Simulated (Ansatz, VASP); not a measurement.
**GeAu in VASP and in Ansatz**

INCAR

```
SYSTEM = GeAu
PREC = Accurate ; ENCUT = 520
EDIFF = 1E-6 ; ISMEAR = 0
SIGMA = 0.05 ; LREAL = .False.
LASPH = .True. ; NELM = 80
ALGO = Normal ; ISIF = 2
LWAVE = .False. ; LCHARG = .False.
GGA = PS ; NBANDS = 20
```

KPOINTS

```
Automatic mesh
0
Gamma
  10 10 10
  0 0 0
```

The input POSCAR:

```
GeAu
1.0
    3.2954132127      0.0000000000      0.0000000000
    0.0000000000      3.2954132127     -0.0164770661
    0.0000000000     -0.0164770661      3.2954132127
Au Ge
1 1
Direct
    0.0000000000      0.0000000000      0.0000000000
    0.5000000000      0.5000000000      0.5000000000
```

Input for Ansatz:

```yaml
crystal:
  lattice:
    - [3.2954132127, 0.0, 0.0]
    - [0.0, 3.2954132127, -0.0164770661]
    - [0.0, -0.0164770661, 3.2954132127]
  atoms:
    - { symbol: Au, position: [0.0, 0.0, 0.0] }
    - { symbol: Ge, position: [0.5, 0.5, 0.5] }
basis:
  ecutwfc: 420
  ecutrho_ratio: 4
kpoints:
  mp_grid: { grid: [10, 10, 10] }
hamiltonian:
  xc: pbesol
scf:
  occupations: { method: gaussian, width: 0.05 }
output:
  forces: true
  stress: true
  eigenvalues: true
```

Change from the starting cell: strain e4 = -0.01, atoms carried along.

Alike in both runs: task single point; functional PBEsol; k mesh 10 × 10 × 10; occupations gaussian, width 0.05 eV; no spin polarisation.

|  | VASP | Ansatz |
| --- | --- | --- |
| version | VASP 6.6.1 | Ansatz 0.2.0 |
| potentials or method | VASP PAW PBE potentials, release 64 (Au, Ge_d), cutoff 520 eV | scalar-relativistic, plane waves, PAW |
| valence electrons in the cell | 25 | 33 |

VASP gave:

```
pressure (GPa)                                                : -0.1
traceless stress, the component that is largest in VASP (GPa) : 0.29
```

Q: Which values does Ansatz return?

A: Pressure (GPa): 0.0; traceless stress, the component that is largest in VASP (GPa): 0.28.

VASP's potentials were made for PBE, not for PBEsol. VASP's potentials hold 25 valence electrons a cell and Ansatz's 33, so a difference there can come from the potentials and not from the codes.

Spin-orbit coupling is off throughout.
